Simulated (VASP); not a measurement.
A run of VASP 6.6.1 is set up as follows.

INCAR

```
  PREC = Accurate
  ENCUT = 600
  EDIFF = 1E-6
  ISMEAR = 0
  SIGMA = 0.1
  LREAL = F
  LASPH = T
  NELM = 100
  ALGO = Normal
  ISIF = 3
  LWAVE = F
  LCHARG = F
  GGA = PE
  IBRION = 2
  NSW = 90
  EDIFFG = -0.04
```

Contents of KPOINTS:

```
Automatic mesh
0
Gamma
  6 6 4
```

The input POSCAR:

```
RbRe2
1.0
    4.1202888492      0.0000000000      0.0000000000
   -2.0601444246      3.5682748143      0.0000000000
    0.0000000000      0.0000000000      4.4488168637
Rb Re
1 2
Direct
    0.0000000000      0.0000000000      0.0000000000
    0.3333333333      0.6666666667      0.5000000000
    0.6666666667      0.3333333333      0.5000000000
```

Potentials or basis: VASP PAW PBE potentials, release 64 (Rb_sv, Re).

Command:

```bash
$ cat potpaw_PBE.64/Rb_sv/POTCAR potpaw_PBE.64/Re/POTCAR > POTCAR
$ mpirun -np 1 vasp_std > vasp.out
```

(1) What does it give for the relaxed volume?

(2) What does it give for the space group after relaxing (to 0.05 Å)?

(3) What does it give for the relaxed cell?

Results:

(1) 30.10 Å³/atom.

(2) P6/mmm (No. 191).

(3) a = 4.096 Å, b = 4.096 Å, c = 6.217 Å, α = 90.00°, β = 90.00°, γ = 120.00°.

Caveat: the volume moved by over 15 % at a fixed basis, so the end points are rough.
